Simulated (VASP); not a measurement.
A run of VASP 6.6.1:

Contents of POSCAR:

```
TaN
1.0
    2.9358519141      0.0000000000      0.0000000000
   -1.4679259570      2.5425223393      0.0000000000
    0.0000000000      0.0000000000      2.8850571196
Ta N
1 1
Direct
    0.3333333333      0.6666666667      0.5000000000
    0.0000000000      0.0000000000      0.0000000000
```

INCAR.step1

```
SYSTEM = TaN
PREC     = Accurate       ! precision mode
ENCUT    = 770            ! plane-wave cutoff, eV
ISMEAR   = -1             ! smearing method
SIGMA    = 0.05           ! smearing width, eV
LREAL    = .False.        ! projectors in reciprocal space
LASPH    = .True.         ! aspherical terms in the spheres
NELM     = 120            ! most SCF steps
NBANDS   = 16             ! bands
GGA      = PE             ! functional
ALGO     = Normal         ! electronic algorithm
EDIFF    = 1E-5           ! SCF threshold, eV
LWAVE    = .True.         ! write WAVECAR
LCHARG   = .False.        ! write CHGCAR
GGA_COMPAT= .False.
```

INCAR.step2

```
SYSTEM = TaN
PREC     = Accurate       ! precision mode
ENCUT    = 770            ! plane-wave cutoff, eV
EDIFF    = 1E-6           ! SCF threshold, eV
ISMEAR   = -1             ! smearing method
SIGMA    = 0.05           ! smearing width, eV
LREAL    = .False.        ! projectors in reciprocal space
LASPH    = .True.         ! aspherical terms in the spheres
NELM     = 120            ! most SCF steps
ALGO     = Normal         ! electronic algorithm
ISIF     = 2              ! what is computed and relaxed
LWAVE    = .False.        ! write WAVECAR
LCHARG   = .False.        ! write CHGCAR
METAGGA  = R2SCAN         ! meta-GGA
LMIXTAU  = .True.       
NBANDS   = 16             ! bands
ISTART   = 1            
GGA_COMPAT= .False.
```

Contents of KPOINTS:

```
regular mesh
0
Gamma
  9 9 8
  0 0 0
```

Potentials or basis: VASP PAW PBE potentials, release 64 (Ta_sv_GW, N).

Command:

```sh
$ cat potpaw_PBE.64/Ta_sv_GW/POTCAR potpaw_PBE.64/N/POTCAR > POTCAR
$ cp INCAR.step1 INCAR
$ mpirun -np 1 vasp_std > vasp.out
$ cp INCAR.step2 INCAR
$ mpirun -np 1 vasp_std > vasp.out
```

Hardware: 1 thread of AMD EPYC 7R13 Processor (Zen 3), on a shared host.

Problem. How long does it take, and how much memory?

Solution. Wall time 2.1 min on 1 thread of AMD EPYC 7R13 Processor (Zen 3), with other jobs on the host, peak memory 0.17 GiB. Counts: k points 60.
